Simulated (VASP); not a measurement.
**BN: single point with r2SCAN**

Crystal: BN.

```xyz
2
Lattice="0.0000 1.7586 1.8674 1.7586 0.0000 1.8674 1.7586 1.7586 0.0000" Properties=species:S:1:pos:R:3 pbc="T T T"
B     0.0000    0.0000    0.0000
N     2.6379    2.6379    2.8011
```

This cell differs from its parent crystal: strain -0.030 along x and y, +0.030 along z.

* Program: VASP 6.6.1
* Task: single point
* Functional: r2SCAN
* Potentials or basis: VASP PAW PBE potentials, release 64 (B, N)
* Cutoff: 520 eV
* k mesh: 12 × 12 × 12
* Occupations: gaussian, width 0.05 eV
* Spin: no spin polarisation

```yaml
Pressure: 8.4 GPa
Band_gap_on_the_k_mesh: 4.44 eV, indirect (least direct gap 9.30 eV)
```

Stress tensor (GPa, compression positive):
```
 22.72   0.00   0.00
  0.00  22.72   0.00
  0.00   0.00 -20.20
```

Levels at points of the mesh, in eV from the valence-band top:
| k point | band 1 | band 2 | band 3 | band 4 | band 5 | band 6 | band 7 | band 8 | band 9 |
| --- | --- | --- | --- | --- | --- | --- | --- | --- | --- |
| (0.00, 0.00, 0.00) | -21.78 | -0.68 | 0.00 | 0.00 | 9.30 | 9.30 | 9.74 | 11.19 | 26.38 |
| (0.50, 0.00, 0.00) | -17.36 | -11.51 | -2.79 | -1.77 | 9.80 | 11.73 | 12.07 | 16.45 | 24.87 |
| (0.50, 0.50, 0.00) | -16.40 | -10.28 | -4.84 | -4.84 | 5.55 | 10.71 | 19.25 | 19.25 | 21.48 |
| (0.50, 0.00, 0.50) | -15.66 | -9.39 | -5.71 | -5.68 | 4.44 | 9.25 | 18.79 | 19.76 | 22.71 |

It took 3.5 min on 1 thread of AMD EPYC 7571 (shared host), peak memory 0.1 GiB.

Caveat: the cell differs from its parent crystal (strain -0.030 along x and y, +0.030 along z); the PAW data sets were made with another functional, which shifts forces and pressure a little. A k mesh can miss the band edges.
